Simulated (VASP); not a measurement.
# Sc (Fm-3m) in VASP: notebook

Sc is run at these levels: LDA; tasks: single point.

Everything below comes from runs of VASP 6.6.1. Logs are shortened: lines on timing, memory, paths and dates and some standing lists are left out, and cuts for length are marked.

### Step 1. The cell of the first run

Symmetry: Fm-3m, No. 225, cubic system. Conventional cell: a = 3.778 Å, b = 3.778 Å, c = 3.778 Å, α = 90.00°, β = 90.00°, γ = 90.00°. Within 3.5 Å of Sc (site symmetry m-3m) lie 12 Sc at 2.67 Å.

### Step 2. Single point, LDA (volume scaled by 0.6)

The input, INCAR:

```
SYSTEM = Sc
ALGO = Normal
EDIFF = 1E-6
ENCUT = 520
GGA = CA
ISIF = 2
ISMEAR = -1
LASPH = .True.
LCHARG = .False.
LREAL = .False.
LWAVE = .False.
NBANDS = 12
NELM = 100
PREC = Accurate
SIGMA = 0.1
```

The input, KPOINTS:

```
k-points
0
Gamma
  15 15 15
  0 0 0
```

The input, POSCAR:

```
Sc
1.0
    0.0000000000      1.8888729972      1.8888729972
    1.8888729972      0.0000000000      1.8888729972
    1.8888729972      1.8888729972      0.0000000000
Sc
1
Direct
    0.0000000000      0.0000000000      0.0000000000
```

Potentials or basis: VASP PAW LDA potentials, release 64 (Sc_sv).

Run with:

```sh
$ cat potpaw_LDA.64/Sc_sv/POTCAR > POTCAR
$ mpirun -np 1 vasp_std > vasp.out
```

OUTCAR:

```text
SYSTEM = Sc
   EDIFF = 1E-6
   ENCUT = 520
   GGA = CA
   ISIF = 2
   ISMEAR = -1
   LASPH = .True.
   LREAL = .False.
   NELM = 100
   PREC = Accurate

 ion  position               nearest neighbor table
   1  0.000  0.000  0.000-

  LATTYP: Found a face centered cubic cell.
 ALAT       =     3.7777459944

  Lattice vectors:

 A1 = (   0.0000000000,   1.8888729972,   1.8888729972)
 A2 = (   1.8888729972,   0.0000000000,   1.8888729972)
 A3 = (   1.8888729972,   1.8888729972,   0.0000000000)

Analysis of symmetry for initial positions (statically):
[... 5 lines left out ...]
 face centered cubic supercell.

 Subroutine GETGRP returns: Found 48 space group operations
 (whereof 48 operations were pure point group operations)
 out of a pool of 48 trial point group operations.

The static configuration has the point symmetry O_h .

Analysis of symmetry for dynamics (positions and initial velocities):
[... 5 lines left out ...]
 face centered cubic supercell.

 Subroutine GETGRP returns: Found 48 space group operations
 (whereof 48 operations were pure point group operations)
 out of a pool of 48 trial point group operations.

The dynamic configuration has the point symmetry O_h .

 Subroutine INISYM returns: Found 48 space group operations
 (whereof 48 operations are pure point group operations),
 and found     1 'primitive' translations

----------------------------------------------------------------------------------------

                                     Primitive cell

  volume of cell :      13.4784

  direct lattice vectors                    reciprocal lattice vectors
     0.000000000  1.888872997  1.888872997    -0.264708109  0.264708109  0.264708109
     1.888872997  0.000000000  1.888872997     0.264708109 -0.264708109  0.264708109
     1.888872997  1.888872997  0.000000000     0.264708109  0.264708109 -0.264708109

  length of vectors
     2.671269810  2.671269810  2.671269810     0.458487895  0.458487895  0.458487895

  position of ions in fractional coordinates (direct lattice)
     0.000000000  0.000000000  0.000000000

  ion indices of the primitive-cell ions
   primitive index   ion index
                 1           1

----------------------------------------------------------------------------------------

 KPOINTS: k-points

Automatic generation of k-mesh.
 Grid dimensions read from file:
 generate k-points for:   15   15   15

 Generating k-lattice:

  Cartesian coordinates                     Fractional coordinates (reciprocal lattice)
    -0.017647207  0.017647207  0.017647207     0.066666667  0.000000000  0.000000000
     0.017647207 -0.017647207  0.017647207     0.000000000  0.066666667  0.000000000
     0.017647207  0.017647207 -0.017647207     0.000000000  0.000000000  0.066666667

  Length of vectors
     0.030565860  0.030565860  0.030565860

  Shift w.r.t. Gamma in fractional coordinates (k-lattice)
     0.000000000  0.000000000  0.000000000

 Subroutine IBZKPT returns following result:
 ===========================================

 Found    120 irreducible k-points:

 Following reciprocal coordinates:
            Coordinates               Weight
  0.000000  0.000000  0.000000      1.000000
  0.066667  0.000000  0.000000      8.000000
  0.133333  0.000000  0.000000      8.000000
  0.200000  0.000000  0.000000      8.000000
  0.266667  0.000000  0.000000      8.000000
  0.333333  0.000000  0.000000      8.000000
[... 16 lines left out ...]
  0.133333  0.133333  0.000000      6.000000
  0.200000  0.133333  0.000000     24.000000
 [... further k-points ...]
   k-points           NKPTS =    120   k-points in BZ     NKDIM =    120   number of bands    NBANDS=     12
   number of dos      NEDOS =    301   number of ions     NIONS =      1
   total plane-waves  NPLWV =   8000
   dimension x,y,z NGX =    20 NGY =   20 NGZ =   20
   dimension x,y,z NGXF=    40 NGYF=   40 NGZF=   40
   ions per type =               1
   NGX,Y,Z   is equivalent  to a cutoff of  12.45, 12.45, 12.45 a.u.
   NGXF,Y,Z  is equivalent  to a cutoff of  24.89, 24.89, 24.89 a.u.
 SYSTEM =  Sc
   PREC   = accura    normal or accurate (medium, high low for compatibility)
   ISTART =      0    job   : 0-new  1-cont  2-samecut
   ICHARG =      2    charge: 1-file 2-atom 10-const
   ISPIN  =      1    spin polarized calculation?
   LNONCOLLINEAR =      F non collinear calculations
   LSORBIT =      F    spin-orbit coupling
   LASPH  =      T    aspherical Exc in radial PAW
   ENCUT  =  520.0 eV  38.22 Ry    6.18 a.u.   4.97  4.97  4.97*2*pi/ulx,y,z
   NELM   =    100;   NELMIN=  2; NELMDL= -5     # of ELM steps
   EDIFF  = 0.1E-05   stopping-criterion for ELM
   LREAL  =      F    real-space projection
   EDIFFG = 0.1E-04   stopping-criterion for IOM
   NSW    =      0    number of steps for IOM
   IBRION =     -1    ionic relax: 0-MD 1-quasi-New 2-CG
   NFREE  =      0    steps in history (QN), initial steepest desc. (CG)
   ISIF   =      2    stress and relaxation
   ISYM   =      2    0-nonsym 1-usesym 2-fastsym
   POTIM  = 0.5000    time-step for ionic-motion
   TEBEG  =    0.0;   TEEND  =   0.0 temperature during run
   PSTRESS=    0.0 pullay stress
   NELECT =      11.0000    total number of electrons
   NUPDOWN=      -1.0000    fix difference up-down
   EMIN   =  10.00;   EMAX   =-10.00  energy-range for DOS
   EFERMI =   0.00;   METHOD = LEGACY
   ISMEAR =    -1;   SIGMA  =   0.10  broadening in eV -4-tet -1-fermi 0-gaus
   EFERMI_NEDOS =   21; number of points for ismear=-14 and -15
   IALGO  =     38    algorithm
   IMIX   =      4    mixing-type and parameters
     AMIX     =   0.40;   BMIX     =  1.00
     AMIX_MAG =   1.60;   BMIX_MAG =  1.00
  volume/ion in A,a.u.               =      13.48        90.96
  Fermi-wavevector in a.u.,A,eV,Ry     =   1.529888  2.891069 31.845215  2.340557
  Thomas-Fermi vector in A             =   2.637447
   LORBIT       =      0    0 simple, 1 ext, 2 COOP (PROOUT), +10 PAW based schemes
   GGA     = CA    functional components
   LHFCALC =     F    Hartree Fock is set to
   AEXX    =    0.0000 exact exchange contribution
   IVDW    =     0    specifies the selected vdW correction
   LEPSILON=     F    determine dielectric tensor
   LRPA    =     F    only Hartree local field effects (RPA)
 non-spin polarized calculation
  energy-cutoff  :      520.00
  volume of cell :       13.48
 maximum number of plane-waves:       375
   NGX =  9   NGY =  9   NGZ =  9

 number of electron      10.9999998 magnetization

 Free energy of the ion-electron system (eV)
  ---------------------------------------------------
  ext. energy  EPLUGINS =         0.00000000
  ---------------------------------------------------
  free energy    TOTEN  =        -5.43356400 eV

  energy without entropy =       -5.40182410  energy(sigma->0) =       -5.41769405

 E-fermi :   7.8362     XC(G=0): -12.9386

 val. band max:        7.8330351772   @ k =  -0.4667   0.2000   0.0000
 cond. band min:       7.9209369519   @ k =  -0.2000   0.3333   0.1333
 fundamental gap:      0.0879017746
 Fermi energy:         7.8362124939

 k-point     1 :       0.0000    0.0000    0.0000
  band No.  band energies     occupation
      1     -40.0591      2.00000
      2     -17.5950      2.00000
      3     -17.5950      2.00000
      4     -17.5950      2.00000
      5       2.6602      2.00000
      6      10.0230      0.00000
      7      10.0230      0.00000
      8      10.0230      0.00000
      9      12.9287      0.00000
     10      12.9287      0.00000
     11      24.2611      0.00000
     12      30.4066      0.00000

 k-point     2 :       0.0667    0.0000    0.0000
  band No.  band energies     occupation
      1     -40.0324      2.00000
      2     -17.7165      2.00000
      3     -17.6080      2.00000
      4     -17.6080      2.00000
      5       2.8708      2.00000
      6       9.8597      0.00000
      7      10.1114      0.00000
      8      10.1114      0.00000
      9      12.8513      0.00000
     10      12.8513      0.00000
     11      24.6070      0.00000
     12      29.1632      0.00000

 k-point     3 :       0.1333    0.0000    0.0000
  band No.  band energies     occupation
      1     -39.9563      2.00000
      2     -18.0525      2.00000
      3     -17.6447      2.00000
      4     -17.6447      2.00000
      5       3.4534      2.00000
      6       9.4650      0.00000
      7      10.3215      0.00000
      8      10.3215      0.00000
      9      12.7005      0.00000
     10      12.7005      0.00000
     11      25.4697      0.00000
     12      27.2502      0.00000

 k-point     4 :       0.2000    0.0000    0.0000
  band No.  band energies     occupation
      1     -39.8422      2.00000
      2     -18.5292      2.00000
      3     -17.6981      2.00000
      4     -17.6981      2.00000
      5       4.2531      2.00000
      6       9.0737      0.00001
      7      10.4691      0.00000
      8      10.4691      0.00000
      9      12.7150      0.00000
     10      12.7150      0.00000
     11      25.3929      0.00000
     12      26.5072      0.00000

 k-point     5 :       0.2667    0.0000    0.0000
  band No.  band energies     occupation
      1     -39.7081      2.00000
      2     -19.0539      2.00000
      3     -17.7585      2.00000
      4     -17.7585      2.00000
      5       4.9841      2.00000
      6       8.9999      0.00002
      7      10.3721      0.00000
      8      10.3721      0.00000
      9      13.1101      0.00000
     10      13.1101      0.00000
     11      23.9968      0.00000
     12      26.6705      0.00000
[... 228 lines left out ...]
      1     -39.9005      2.00000
      2     -18.2435      2.00000
      3     -17.7518      2.00000
      4     -17.6382      2.00000
      5       3.8721      2.00000
      6       9.1750      0.00000
      7      10.4436      0.00000
      8      10.4896      0.00000
      9      12.2565      0.00000
     10      13.0221      0.00000
     11      26.0254      0.00000
     12      26.6414      0.00000

 k-point    22 :      -0.0667    0.0667    0.0000
  band No.  band energies     occupation
      1     -39.9892      2.00000
      2     -17.8838      2.00000
      3     -17.6736      2.00000
      4     -17.6097      2.00000
      5       3.2063      2.00000
      6       9.5916      0.00000
      7      10.2375      0.00000
      8      10.2805      0.00000
      9      12.5578      0.00000
     10      12.9314      0.00000
     11      25.1345      0.00000
     12      28.1385      0.00000

 k-point    23 :       0.1333    0.1333    0.0000
  band No.  band energies     occupation
      1     -39.9222      2.00000
      2     -18.0398      2.00000
      3     -17.7413      2.00000
      4     -17.7413      2.00000
      5       3.7063      2.00000
      6       9.0389      0.00001
      7      10.6265      0.00000
      8      10.6265      0.00000
      9      11.8717      0.00000
     10      13.2195      0.00000
     11      25.9494      0.00000
     12      27.9514      0.00000

 k-point    24 :       0.2000    0.1333    0.0000
  band No.  band energies     occupation
      1     -39.8374      2.00000
      2     -18.3480      2.00000
      3     -17.8135      2.00000
      4     -17.7939      2.00000
      5       4.3079      2.00000
      6       8.6129      0.00085
      7      10.7497      0.00000
      8      10.9167      0.00000
      9      11.6664      0.00000
     10      13.3631      0.00000
     11      26.7929      0.00000
     12      26.9484      0.00000

 [... further k-points ...]
[... 5 lines left out ...]
  --------------------------------------------------------------------------------------
  -------------------------------------------------------------------------------------
  Total        5.3551479      5.3551479      5.3551479     -0.0000000     -0.0000000     -0.0000000
  in kB      636.5665062    636.5665062    636.5665062     -0.0000000     -0.0000000     -0.0000000
  external PRESSURE =     636.5665062 kB  Pullay stress =       0.0000000 kB

 VOLUME and BASIS-vectors are now :
 -----------------------------------------------------------------------------
  energy-cutoff  :      520.00
  volume of cell :       13.48
      direct lattice vectors                 reciprocal lattice vectors
     0.000000000  1.888872997  1.888872997    -0.264708109  0.264708109  0.264708109
     1.888872997  0.000000000  1.888872997     0.264708109 -0.264708109  0.264708109
     1.888872997  1.888872997  0.000000000     0.264708109  0.264708109 -0.264708109

 POSITION                                       TOTAL-FORCE (eV/Angst)
 -----------------------------------------------------------------------------------
      0.00000      0.00000      0.00000         0.000000      0.000000      0.000000
 -----------------------------------------------------------------------------------
    total drift:                                0.000000      0.000000      0.000000

  FREE ENERGIE OF THE ION-ELECTRON SYSTEM (eV)
  ---------------------------------------------------
  free  energy   TOTEN  =        -5.4335640003 eV

  energy  without entropy=       -5.4018241000  energy(sigma->0) =       -5.41769405
```

It took 6.2 s on 1 thread of Intel Xeon 6975P-C (Granite Rapids), shared host; peak memory 0.13 GiB.

What came out:

* Free energy: -5.4336 eV
* Pressure: 63.7 GPa

### Step 3. Single point, LDA (volume scaled by 0.6)

The input, INCAR:

```
ALGO     = Normal         # electronic algorithm
EDIFF    = 1E-7           # SCF threshold, eV
ENCUT    = 520            # plane-wave cutoff, eV
ISIF     = 2              # what is computed and relaxed
ISMEAR   = -1             # smearing method
LASPH    = T              # aspherical terms in the spheres
LCHARG   = T              # write CHGCAR
LELF     = T              # ELF
LREAL    = F              # projectors in reciprocal space
LVHAR    = T            
LWAVE    = F              # write WAVECAR
NBANDS   = 12             # bands
NELM     = 60             # most SCF steps
PREC     = Accurate       # precision mode
SIGMA    = 0.1            # smearing width, eV
```

The input, KPOINTS:

```
k-points
0
Gamma
  15 15 15
```

POSCAR is that of step 2.

Potentials or basis: VASP PAW LDA potentials, release 64 (Sc_sv).

Run with:

```sh
$ cat potpaw_LDA.64/Sc_sv/POTCAR > POTCAR
$ mpirun -np 1 vasp_std > vasp.out
```

It took 6.4 s on 1 thread of Intel Xeon 6975P-C (Granite Rapids), shared host; peak memory 0.13 GiB.

It converged, with:

```
Free energy : -5.4336 eV
Pressure    : 63.7 GPa
```

Levels at points of the mesh, in eV from the Fermi level:
| k point | band 1 | band 2 | band 3 | band 4 | band 5 | band 6 | band 7 | band 8 | band 9 | band 10 |
| --- | --- | --- | --- | --- | --- | --- | --- | --- | --- | --- |
| (0.00, 0.00, 0.00) | -47.90 | -25.43 | -25.43 | -25.43 | -5.18 | 2.19 | 2.19 | 2.19 | 5.09 | 5.09 |
